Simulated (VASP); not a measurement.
**Sr: relaxation of cell and atoms with r2SCAN**

The system is Sr.

```
Sr
1.0
     0.00000    3.05026    3.05026
     3.05026    0.00000    3.05026
     3.05026    3.05026    0.00000
Sr
1
Direct
  0.00000 0.00000 0.00000
```

```json
{"Program": "VASP 6.6.1", "Task": "relaxation of cell and atoms", "Functional": "r2SCAN", "Potentials or basis": "VASP PAW PBE potentials, release 64 (Sr_sv)", "Cutoff": "600 eV", "k mesh": "16 × 16 × 16", "Occupations": "fermi-dirac, width 0.15 eV", "Spin": "no spin polarisation", "Dipole correction": "no", "Further INCAR settings": "ALGO = Normal; EDIFF = 1e-06; IBRION = 2; EDIFFG = -0.001; NSW = 80; ISIF = 3"}
```

```json
{"Relaxed volume": "57.11 Å³/atom", "Relaxed cell": "a = 4.323 Å, b = 4.323 Å, c = 4.323 Å, α = 60.00°, β = 60.00°, γ = 60.00°", "Space group after relaxing (to 0.05 Å)": "Fm-3m (No. 225)", "Energy gained by relaxing": "0.1 meV/atom", "Ionic steps": "5", "Pressure after relaxing": "0.0 GPa", "Band gap on the k mesh": "zero (band 5 reaches 1.60 eV, above the bottom of band 6 at 1.40 eV)"}
```

Final structure:
```
Sr
1.0
     0.00000    3.05648    3.05648
     3.05648    0.00000    3.05648
     3.05648    3.05648    0.00000
Sr
1
Direct
  0.00000 0.00000 0.00000
```

Levels at points of the mesh, in eV from the Fermi level:
```
           k point  band 3  band 4  band 5  band 6  band 7  band 8
(0.00, 0.00, 0.00)  -19.32  -19.32   -3.75    2.69    2.69    2.69
(0.50, 0.00, 0.00)  -19.35  -19.35   -1.01   -0.05    2.51    2.51
(0.50, 0.50, 0.00)  -19.39  -19.39   -0.53    0.55    1.00    5.23
```

It took 29 min on 1 thread of Oxide Virtual Turin-like Processor, on a shared host, peak memory 0.26 GiB.

Caveat: the PAW data sets were made with another functional, which shifts forces and pressure a little.
